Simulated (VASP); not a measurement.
# AlN (Cm) in VASP: a series of runs

The runs below take AlN through single point, with PBE.

Everything below comes from runs of VASP 6.6.1. Logs are shortened: lines on timing, memory, paths and dates and some standing lists are left out, and cuts for length are marked.

### Step 1. The cell of the first run

Symmetry: Cm, No. 8, monoclinic system. Conventional cell: a = 5.390 Å, b = 3.111 Å, c = 4.980 Å, α = 90.00°, β = 92.86°, γ = 90.00°. Within 2.5 Å of Al (site symmetry m) lie 4 N at 1.87 to 1.92 Å. Within 2.5 Å of Al (site symmetry m) lie 4 N at 1.86 to 1.92 Å. N (site symmetry m) has 4 Al at 1.86 to 1.92 Å within 2.5 Å. Within 2.5 Å of N (site symmetry m) lie 4 Al at 1.87 to 1.92 Å.

### Step 2. Single point, PBE (strain -0.0500 x Voigt [0, 0, 0, 1, 0, 0])

Input file INCAR:

```
ALGO = Normal
EDIFF = 1E-7
ENCUT = 520
GGA = PE
ISIF = 2
ISMEAR = 0
LASPH = True
LCHARG = False
LREAL = False
LWAVE = False
NBANDS = 16
NELM = 80
PREC = Accurate
SIGMA = 0.05
```

Input file KPOINTS:

```
k-points
0
Gamma
  12 12 6
```

Input file POSCAR:

```
AlN
1.0
    3.1110021516      0.0000000000      0.0000000000
   -1.5555010758      2.6942068945     -0.0673551724
    0.0000000000     -0.1244500000      4.9780000000
Al N
2 2
Direct
    0.3333333333      0.6666666667      0.0000000000
    0.6666666667      0.3333333333      0.5000000000
    0.3333333333      0.6666666667      0.3850000000
    0.6666666667      0.3333333333      0.8850000000
```

Potentials or basis: VASP PAW PBE potentials, release 64 (Al, N).

On the command line:

```
$ cat potpaw_PBE.64/Al/POTCAR potpaw_PBE.64/N/POTCAR > POTCAR
$ mpirun -np 1 vasp_std > vasp.out
```

OUTCAR:

```text
EDIFF = 1E-7
   ENCUT = 520
   GGA = PE
   ISIF = 2
   ISMEAR = 0
   LASPH = True
   LREAL = False
   NELM = 80
   PREC = Accurate

 ion  position               nearest neighbor table
   1  0.333  0.667  0.000-   4 1.87   4 1.87   4 1.91   3 1.92   2 3.00   2 3.03   2 3.03   2 3.11
                             2 3.11   2 3.14
   2  0.667  0.333  0.500-   3 1.86   3 1.90   3 1.90   4 1.92   1 3.00   1 3.03   1 3.03   1 3.11
                             1 3.11   1 3.14
   3  0.333  0.667  0.385-   2 1.86   2 1.90   2 1.90   1 1.92
   4  0.667  0.333  0.885-   1 1.87   1 1.87   1 1.91   2 1.92

  LATTYP: Found a base centered monoclinic cell.
 ALAT       =     5.3900974053
 B/A-ratio  =     0.5771699318
 C/A-ratio  =     0.9238340252
 COS(beta)  =    -0.0499687695

  Lattice vectors:

 A1 = (   1.5555010758,   2.6942068945,  -0.0673551724)
 A2 = (  -1.5555010758,   2.6942068945,  -0.0673551724)
 A3 = (   0.0000000000,  -0.1244500000,   4.9780000000)

Analysis of symmetry for initial positions (statically):
=====================================================================
 Subroutine PRICEL returns:
 Original cell was already a primitive cell.

 Routine SETGRP: Setting up the symmetry group for a
 base centered monoclinic supercell.

 Subroutine GETGRP returns: Found  2 space group operations
 (whereof  2 operations were pure point group operations)
 out of a pool of  4 trial point group operations.

The static configuration has the point symmetry C_1h.

Analysis of symmetry for dynamics (positions and initial velocities):
=====================================================================
 Subroutine PRICEL returns:
 Original cell was already a primitive cell.

 Routine SETGRP: Setting up the symmetry group for a
 base centered monoclinic supercell.

 Subroutine GETGRP returns: Found  2 space group operations
 (whereof  2 operations were pure point group operations)
 out of a pool of  4 trial point group operations.

The dynamic configuration has the point symmetry C_1h.

 Subroutine INISYM returns: Found  2 space group operations
 (whereof  2 operations are pure point group operations),
 and found     1 'primitive' translations

----------------------------------------------------------------------------------------

                                     Primitive cell

  volume of cell :      41.6979

  direct lattice vectors                    reciprocal lattice vectors
     3.111002152  0.000000000  0.000000000     0.321439829  0.185699434  0.004642486
    -1.555501076  2.694206895 -0.067355172     0.000000000  0.371398868  0.009284972
     0.000000000 -0.124450000  4.978000000     0.000000000  0.005025238  0.201009520

  length of vectors
     3.111002152  3.111731207  4.979555382     0.371253816  0.371514912  0.201072326

  position of ions in fractional coordinates (direct lattice)
     0.333333333  0.666666667  0.000000000
     0.666666667  0.333333333  0.500000000
     0.333333333  0.666666667  0.385000000
     0.666666667  0.333333333  0.885000000

  ion indices of the primitive-cell ions
   primitive index   ion index
                 1           1
                 2           2
                 3           3
                 4           4

----------------------------------------------------------------------------------------

 KPOINTS: k-points

Automatic generation of k-mesh.
 Grid dimensions read from file:
 generate k-points for:   12   12    6

 Generating k-lattice:

  Cartesian coordinates                     Fractional coordinates (reciprocal lattice)
     0.026786652  0.015474953  0.000386874     0.083333333  0.000000000 -0.000000000
     0.000000000  0.030949906  0.000773748     0.000000000  0.083333333 -0.000000000
     0.000000000  0.000837540  0.033501587     0.000000000 -0.000000000  0.166666667

  Length of vectors
     0.030937818  0.030959576  0.033512054

  Shift w.r.t. Gamma in fractional coordinates (k-lattice)
     0.000000000  0.000000000  0.000000000

 Subroutine IBZKPT returns following result:
 ===========================================

 Found    242 irreducible k-points:

 Following reciprocal coordinates:
            Coordinates               Weight
  0.000000  0.000000  0.000000      1.000000
  0.083333  0.000000 -0.000000      4.000000
  0.166667 -0.000000  0.000000      4.000000
  0.250000 -0.000000  0.000000      4.000000
  0.333333 -0.000000  0.000000      4.000000
  0.416667  0.000000 -0.000000      4.000000
[... 16 lines left out ...]
  0.333333  0.166667 -0.000000      4.000000
  0.416667  0.166667  0.000000      4.000000
 [... further k-points ...]
   k-points           NKPTS =    242   k-points in BZ     NKDIM =    242   number of bands    NBANDS=     16
   number of dos      NEDOS =    301   number of ions     NIONS =      4
   total plane-waves  NPLWV =  23040
   dimension x,y,z NGX =    24 NGY =   24 NGZ =   40
   dimension x,y,z NGXF=    48 NGYF=   48 NGZF=   80
   ions per type =               2   2
[... 38 lines left out ...]
   LHFCALC =     F    Hartree Fock is set to
   AEXX    =    0.0000 exact exchange contribution
   IVDW    =     0    specifies the selected vdW correction
   LEPSILON=     F    determine dielectric tensor
   LRPA    =     F    only Hartree local field effects (RPA)
 non-spin polarized calculation
 Gauss-broadening in eV      SIGMA  =   0.05
  energy-cutoff  :      520.00
  volume of cell :       41.70
 maximum number of plane-waves:      1135
   NGX = 11   NGY = 11   NGZ = 19

 number of electron      15.9999998 magnetization

 Free energy of the ion-electron system (eV)
  ---------------------------------------------------
  ext. energy  EPLUGINS =         0.00000000
  ---------------------------------------------------
  free energy    TOTEN  =       -29.72529156 eV

  energy without entropy =      -29.72529156  energy(sigma->0) =      -29.72529156

 E-fermi :   6.5542     XC(G=0): -10.9193

 val. band max:        6.2869767131   @ k =   0.0000   0.0000   0.0000
 cond. band min:      10.3700215939   @ k =   0.0000   0.0000   0.0000
 fundamental gap:      4.0830448807
 Fermi energy:         6.5541642563

 k-point     1 :       0.0000    0.0000    0.0000
  band No.  band energies     occupation
      1      -9.0270      2.00000
      2      -6.8683      2.00000
      3       0.1956      2.00000
      4       5.2757      2.00000
      5       5.2775      2.00000
      6       5.8877      2.00000
[... 8 lines left out ...]
     15      19.1926      0.00000
     16      19.3166      0.00000

 k-point     2 :       0.0833    0.0000   -0.0000
  band No.  band energies     occupation
      1      -8.9382      2.00000
      2      -6.8181      2.00000
      3       0.3012      2.00000
      4       4.8664      2.00000
      5       5.1602      2.00000
      6       5.5233      2.00000
[... 8 lines left out ...]
     15      19.3205      0.00000
     16      19.5075      0.00000

 k-point     3 :       0.1667   -0.0000    0.0000
  band No.  band energies     occupation
      1      -8.6797      2.00000
      2      -6.6809      2.00000
      3       0.6123      2.00000
      4       3.8671      2.00000
      5       4.6403      2.00000
      6       4.9034      2.00000
[... 8 lines left out ...]
     15      18.5799      0.00000
     16      19.3007      0.00000

 k-point     4 :       0.2500   -0.0000    0.0000
  band No.  band energies     occupation
      1      -8.2770      2.00000
      2      -6.4996      2.00000
      3       1.1100      2.00000
      4       2.6988      2.00000
      5       3.6880      2.00000
      6       4.5843      2.00000
[... 8 lines left out ...]
     15      18.5686      0.00000
     16      19.4853      0.00000
[... 324 lines left out ...]
 k-point    22 :       0.2500    0.1667    0.0000
  band No.  band energies     occupation
      1      -7.5846      2.00000
      2      -6.3024      2.00000
      3       1.8177      2.00000
      4       2.0338      2.00000
      5       2.4356      2.00000
      6       3.8797      2.00000
[... 8 lines left out ...]
     15      18.4848      0.00000
     16      20.8478      0.00000

 k-point    23 :       0.3333    0.1667   -0.0000
  band No.  band energies     occupation
      1      -7.1301      2.00000
      2      -6.2954      2.00000
      3       1.1944      2.00000
      4       2.2051      2.00000
      5       2.7361      2.00000
      6       3.3695      2.00000
[... 8 lines left out ...]
     15      18.6566      0.00000
     16      20.9763      0.00000

 k-point    24 :       0.4167    0.1667    0.0000
  band No.  band energies     occupation
      1      -6.8951      2.00000
      2      -6.3523      2.00000
      3       0.9616      2.00000
      4       2.1793      2.00000
      5       3.1166      2.00000
      6       3.1611      2.00000
[... 8 lines left out ...]
     15      19.1076      0.00000
     16      20.9576      0.00000

 [... further k-points ...]

------------------------ aborting loop because EDIFF is reached ----------------------------------------

  FORCE on cell =-STRESS in cart. coord.  units (eV):
  Direction    XX          YY          ZZ          XY          YZ          ZX
  --------------------------------------------------------------------------------------
  -------------------------------------------------------------------------------------
  Total        1.1724760      1.1611460      0.7639350      0.0000000      1.6829362      0.0000000
  in kB       45.0505315     44.6151935     29.3529913      0.0000000     64.6641553      0.0000000
  external PRESSURE =      39.6729054 kB  Pullay stress =       0.0000000 kB

 VOLUME and BASIS-vectors are now :
 -----------------------------------------------------------------------------
  energy-cutoff  :      520.00
  volume of cell :       41.70
      direct lattice vectors                 reciprocal lattice vectors
     3.111002152  0.000000000  0.000000000     0.321439829  0.185699434  0.004642486
    -1.555501076  2.694206895 -0.067355172     0.000000000  0.371398868  0.009284972
     0.000000000 -0.124450000  4.978000000     0.000000000  0.005025238  0.201009520

 POSITION                                       TOTAL-FORCE (eV/Angst)
 -----------------------------------------------------------------------------------
     -0.00000      1.79614     -0.04490         0.000000      0.237922      0.194880
      1.55550      0.83584      2.46655         0.000000      0.306642      0.196510
     -0.00000      1.74822      1.87163        -0.000000     -0.314952     -0.196141
      1.55550      0.78793      4.38308        -0.000000     -0.229612     -0.195250
 -----------------------------------------------------------------------------------
    total drift:                                0.000000      0.000062     -0.000006

  FREE ENERGIE OF THE ION-ELECTRON SYSTEM (eV)
  ---------------------------------------------------
  free  energy   TOTEN  =       -29.7252915645 eV

  energy  without entropy=      -29.7252915645  energy(sigma->0) =      -29.72529156
```

Wall time 90 s (1 thread of Intel Xeon Platinum 8259CL at 2.50GHz (Skylake/Cascade Lake), shared host); peak memory 0.25 GiB.

Results:

```
Free energy            : -29.7253 eV
Pressure               : 4.0 GPa
Largest force          : 0.371 eV/Å
Band gap on the k mesh : 4.08 eV
```

Forces in eV/Å, atoms in the order of the input:
```
Al   0.000  0.238  0.195
Al   0.000  0.307  0.197
N    0.000 -0.315 -0.196
N    0.000 -0.230 -0.195
```

Stress tensor (GPa, compression positive):
```
4.51 0.00 0.00
0.00 4.46 6.47
0.00 6.47 2.94
```

Caveat: the cell differs from its parent crystal (strain -0.0500 x Voigt [0, 0, 0, 1, 0, 0]); the cell stands under pressure. A k mesh can miss the band edges.

### Step 3. Single point, PBE (strain +0.0875 x Voigt [0, 0, 0, 1, 0, 0])

Input file INCAR:

```
PREC = Accurate ; ENCUT = 520
EDIFF = 1E-6 ; ISMEAR = 0
SIGMA = 0.05 ; LREAL = False
LASPH = True ; NELM = 80
ALGO = Normal ; ISIF = 2
LWAVE = False ; LCHARG = False
GGA = PE ; NBANDS = 16
```

Input file KPOINTS:

```
Automatic mesh
0
Gamma
  12 12 6
```

POSCAR: that of step 2 with these lines changed.

```diff
@@ -3,4 +3,4 @@
     3.1110021516      0.0000000000      0.0000000000
-   -1.5555010758      2.6942068945     -0.0673551724
-    0.0000000000     -0.1244500000      4.9780000000
+   -1.5555010758      2.6942068945      0.1178715516
+    0.0000000000      0.2177875000      4.9780000000
 Al N
```

Potentials or basis: VASP PAW PBE potentials, release 64 (Al, N).

On the command line:

```
$ cat potpaw_PBE.64/Al/POTCAR potpaw_PBE.64/N/POTCAR > POTCAR
$ mpirun -np 1 vasp_std > vasp.out
```

Run time: 79 s. Hardware: 1 thread of Intel Xeon Platinum 8259CL at 2.50GHz (Skylake/Cascade Lake), shared host; peak memory 0.25 GiB.

The run converged. Its results:

- Free energy: -29.6372 eV
- Pressure: 4.4 GPa
- Largest force: 0.651 eV/Å
- Band gap on the k mesh: 3.95 eV

Forces on the atoms (eV/Å):
```
Al   0.000 -0.584  0.229
Al   0.000 -0.374  0.221
N    0.000  0.349 -0.223
N    0.000  0.610 -0.228
```

Stress tensor (GPa, compression positive):
```
  4.75   0.00   0.00
  0.00   4.63 -11.31
  0.00 -11.31   3.67
```

Levels at points of the mesh, in eV from the valence-band top:
```
           k point  band 4  band 5  band 6  band 7  band 8  band 9  band 10  band 11  band 12  band 13
(0.00, 0.00, 0.00)   -1.11   -1.11   -0.55   -0.43    0.00    3.95     6.47    10.26    10.89    10.95
(0.50, 0.00, 0.00)   -4.44   -3.46   -2.30   -1.97   -0.90    5.59     5.67     7.63    10.04    11.12
(0.00, 0.50, 0.00)   -4.58   -3.29   -2.33   -1.93   -0.90    5.51     5.71     7.91    10.12    10.73
(0.00, 0.00, 0.50)   -3.49   -0.94   -0.94   -0.63   -0.62    6.19     6.20    10.16    10.17    10.84
(0.50, 0.00, 0.50)   -5.68   -1.88   -1.72   -1.59   -1.25    4.95     5.23     8.72     9.43    11.11
(0.00, 0.50, 0.50)   -5.53   -1.98   -1.79   -1.60   -1.12    4.82     5.37     8.42     9.80    11.27
```

Caveat: the cell differs from its parent crystal (strain +0.0875 x Voigt [0, 0, 0, 1, 0, 0]); the cell stands under pressure.

### Step 4. Single point, PBE (strain +0.0625 x Voigt [0, 0, 0, 1, 0, 0])

Input file INCAR:

```
SYSTEM = AlN
ALGO = Normal
EDIFF = 1E-6
ENCUT = 520
GGA = PE
ISIF = 2
ISMEAR = 0
LASPH = .TRUE.
LCHARG = .FALSE.
LREAL = .FALSE.
LWAVE = .FALSE.
NBANDS = 16
NELM = 60
PREC = Accurate
SIGMA = 0.05
```

Input file KPOINTS:

```
k-points
0
G
  12 12 6
  0 0 0
```

POSCAR: that of step 3 with these lines changed.

```diff
@@ -3,4 +3,4 @@
     3.1110021516      0.0000000000      0.0000000000
-   -1.5555010758      2.6942068945      0.1178715516
-    0.0000000000      0.2177875000      4.9780000000
+   -1.5555010758      2.6942068945      0.0841939655
+    0.0000000000      0.1555625000      4.9780000000
 Al N
```

On the command line:

```
$ cat potpaw_PBE.64/Al/POTCAR potpaw_PBE.64/N/POTCAR > POTCAR
$ mpirun -np 1 vasp_std > vasp.out
```

Wall time 79 s (1 thread of Intel Xeon Platinum 8259CL at 2.50GHz (Skylake/Cascade Lake), shared host); peak memory 0.25 GiB.

It converged, with:

| Property | Result |
| --- | --- |
| Free energy | -29.7013 eV |
| Pressure | 4.1 GPa |
| Largest force | 0.456 eV/Å |
| Band gap on the k mesh | 4.04 eV |

Forces in eV/Å, atoms in the order of the input:
```
Al   0.000 -0.395  0.205
Al   0.000 -0.287  0.202
N    0.000  0.274 -0.203
N    0.000  0.408 -0.205
```

Stress tensor (GPa, compression positive):
```
 4.58  0.00  0.00
 0.00  4.51 -8.08
 0.00 -8.08  3.14
```

Levels at points of the mesh, in eV from the valence-band top:
| k point | band 4 | band 5 | band 6 | band 7 | band 8 | band 9 | band 10 | band 11 | band 12 | band 13 |
| --- | --- | --- | --- | --- | --- | --- | --- | --- | --- | --- |
| (0.00, 0.00, 0.00) | -1.04 | -1.04 | -0.45 | -0.38 | 0.00 | 4.04 | 6.53 | 10.42 | 10.98 | 11.01 |
| (0.50, 0.00, 0.00) | -4.35 | -3.43 | -2.24 | -1.90 | -0.85 | 5.66 | 5.72 | 7.85 | 10.12 | 11.02 |
| (0.00, 0.50, 0.00) | -4.43 | -3.34 | -2.26 | -1.87 | -0.85 | 5.61 | 5.75 | 8.01 | 10.16 | 10.80 |
| (0.00, 0.00, 0.50) | -3.43 | -0.83 | -0.83 | -0.61 | -0.61 | 6.30 | 6.31 | 10.21 | 10.22 | 11.02 |
| (0.50, 0.00, 0.50) | -5.65 | -1.74 | -1.64 | -1.54 | -1.28 | 5.07 | 5.27 | 8.87 | 9.37 | 11.36 |
| (0.00, 0.50, 0.50) | -5.55 | -1.79 | -1.70 | -1.56 | -1.18 | 4.97 | 5.37 | 8.64 | 9.64 | 11.42 |

Caveat: the cell differs from its parent crystal (strain +0.0625 x Voigt [0, 0, 0, 1, 0, 0]); the cell stands under pressure. A k mesh can miss the band edges.

### Step 5. Single point, PBE (strain +0.0375 x Voigt [0, 0, 0, 1, 0, 0])

Input file INCAR:

```
SYSTEM = AlN
ALGO = Normal
EDIFF = 1E-6
ENCUT = 520
GGA = PE
ISIF = 2
ISMEAR = 0
LASPH = .TRUE.
LCHARG = .TRUE.
LELF = .TRUE.
LREAL = .FALSE.
LVHAR = .TRUE.
LWAVE = .FALSE.
NBANDS = 16
NELM = 80
PREC = Accurate
SIGMA = 0.05
```

KPOINTS is that of step 4.

POSCAR: that of step 4 with these lines changed.

```diff
@@ -3,4 +3,4 @@
     3.1110021516      0.0000000000      0.0000000000
-   -1.5555010758      2.6942068945      0.0841939655
-    0.0000000000      0.1555625000      4.9780000000
+   -1.5555010758      2.6942068945      0.0505163793
+    0.0000000000      0.0933375000      4.9780000000
 Al N
```

On the command line:

```
$ cat potpaw_PBE.64/Al/POTCAR potpaw_PBE.64/N/POTCAR > POTCAR
$ mpirun -np 1 vasp_std > vasp.out
```

Wall time 82 s (1 thread of Intel Xeon Platinum 8259CL at 2.50GHz (Skylake/Cascade Lake), shared host); peak memory 0.25 GiB.

It converged, with:

```yaml
Free_energy: -29.7440 eV
Pressure: 3.9 GPa
Largest_force: 0.297 eV/Å
Band_gap_on_the_k_mesh: 4.12 eV
```

Forces in eV/Å, atoms in the order of the input:
```
Al   0.000 -0.223  0.190
Al   0.000 -0.185  0.189
N    0.000  0.180 -0.189
N    0.000  0.228 -0.190
```

Stress tensor (GPa, compression positive):
```
 4.46  0.00  0.00
 0.00  4.44 -4.85
 0.00 -4.85  2.79
```

Levels at points of the mesh, in eV from the valence-band top:
```tsv
k point	band 6	band 7	band 8	band 9	band 10	band 11
(0.00, 0.00, 0.00)	-0.36	-0.33	0.00	4.12	6.58	10.54
(0.50, 0.00, 0.00)	-2.20	-1.84	-0.80	5.72	5.76	8.02
(0.00, 0.50, 0.00)	-2.21	-1.83	-0.80	5.70	5.78	8.08
(0.00, 0.00, 0.50)	-0.73	-0.60	-0.60	6.39	6.39	10.25
(0.50, 0.00, 0.50)	-1.58	-1.48	-1.32	5.17	5.29	9.00
(0.00, 0.50, 0.50)	-1.61	-1.54	-1.25	5.11	5.35	8.86
```

Caveat: the cell differs from its parent crystal (strain +0.0375 x Voigt [0, 0, 0, 1, 0, 0]); the cell stands under pressure. A k mesh can miss the band edges.

### Step 6. The runs side by side

| cell | gap on the mesh (eV) | pressure (GPa) | largest force (eV/Å) |
| --- | --- | --- | --- |
| a = 3.111, b = 3.112, c = 4.980 Å, angles 92.5, 90.0, 120.0°, 4 atoms | 4.08 | 4.0 | 0.37 |
| a = 3.111, b = 3.113, c = 4.983 Å, angles 85.7, 90.0, 120.0°, 4 atoms | 3.95 | 4.4 | 0.65 |
| a = 3.111, b = 3.112, c = 4.980 Å, angles 86.9, 90.0, 120.0°, 4 atoms | 4.04 | 4.1 | 0.46 |
| a = 3.111, b = 3.111, c = 4.979 Å, angles 88.1, 90.0, 120.0°, 4 atoms | 4.12 | 3.9 | 0.30 |

Alike in all rows: task single point; level PBE; potentials or basis VASP PAW PBE potentials, release 64 (Al, N); no spin polarisation; k mesh 12 × 12 × 6; cutoff (eV) 520; smearing gaussian 0.05 eV.

Caveats: the cell stands under pressure.

Total energies depend on the potentials used, so only differences within one code and one set of settings carry meaning.
